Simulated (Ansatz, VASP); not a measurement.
**Si2Mo in VASP and in Ansatz**

```
Mo Si
1.0
    -1.60000    1.60000    3.93050
     1.60000   -1.60000    3.93050
     1.60000    1.60000   -3.93050
Mo Si
1 2
Direct
  0.00000 0.00000 0.00000
  0.66700 0.66700 0.00000
  0.33300 0.33300 0.00000
```

Alike in both runs: task relaxation of cell and atoms; functional RPBE; dispersion D4; k mesh 12 × 12 × 12; occupations fermi-dirac, width 0.05 eV; no spin polarisation.

|  | VASP | Ansatz |
| --- | --- | --- |
| version | VASP 6.6.1 | Ansatz 0.2.0 |
| potentials or method | VASP PAW PBE potentials, release 64 (Mo_sv, Si) | Ansatz PAW |
| plane-wave cutoff (eV) | 600 | 420 |
| valence electrons in the cell | 22 | 22 |

|  | VASP | Ansatz | Ansatz less VASP |
| --- | --- | --- | --- |
| relaxed volume (Å³/atom) | 12.96 | 12.97 | +0.011 |
| relaxed cell length with the largest relative difference (Å) | 4.481 | 4.483 | +0.0019 |

VASP's potentials were made for PBE, not for RPBE.

Noted on Ansatz's run: the plane-wave basis is chosen anew once the cell has moved, so the energies of steps on either side of that aren't comparable.
